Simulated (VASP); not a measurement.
WAu:

```
CELL_PARAMETERS angstrom
0.00000 2.74798 2.74798
2.74798 0.00000 2.74798
2.74798 2.74798 0.00000
ATOMIC_POSITIONS crystal
W 0.00000 0.00000 0.00000
Au 0.75000 0.75000 0.75000
```

| Quantity | Value |
| --- | --- |
| Program | VASP 6.6.1 |
| Task | relaxation of cell and atoms |
| Functional | RPBE |
| Potentials or basis | VASP PAW PBE potentials, release 64 (W_sv, Au) |
| Cutoff | 600 eV |
| k mesh | 8 × 8 × 8 |
| Occupations | fermi-dirac, width 0.05 eV |
| Spin | no spin polarisation |

At the start: pressure 36.0 GPa; volume 20.75 Å³/atom.

Task: How do energy, volume and symmetry change on relaxing?

Result: Over 5 steps the energy falls by 404.2 meV/atom and the volume is 25.11 Å³/atom (+21.0 %); space group F-43m (No. 216, to 0.05 Å).

Step by step:
```tsv
step	energy change (eV)	largest force (eV/Å)	pressure (GPa)	volume (Å³)
1	0.0000	0.0000	35.97	41.50
2	1.2572	0.0000	-16.02	76.24
3	-0.7942	0.0000	-3.11	51.62
4	-0.8074	0.0000	-0.84	50.58
5	-0.8085	0.0000	-0.05	50.21
```

Final structure:
```yaml
crystal:
  lattice:
    - [0.00000, 2.92820, 2.92820]
    - [2.92820, 0.00000, 2.92820]
    - [2.92820, 2.92820, 0.00000]
  atoms:
    - { symbol: W, position: [0.00000, 0.00000, 0.00000] }
    - { symbol: Au, position: [0.75000, 0.75000, 0.75000] }
```

Caveat: the volume moved by over 15 % at a fixed basis, so the end points are rough; the PAW data sets were made with another functional, which shifts forces and pressure a little.
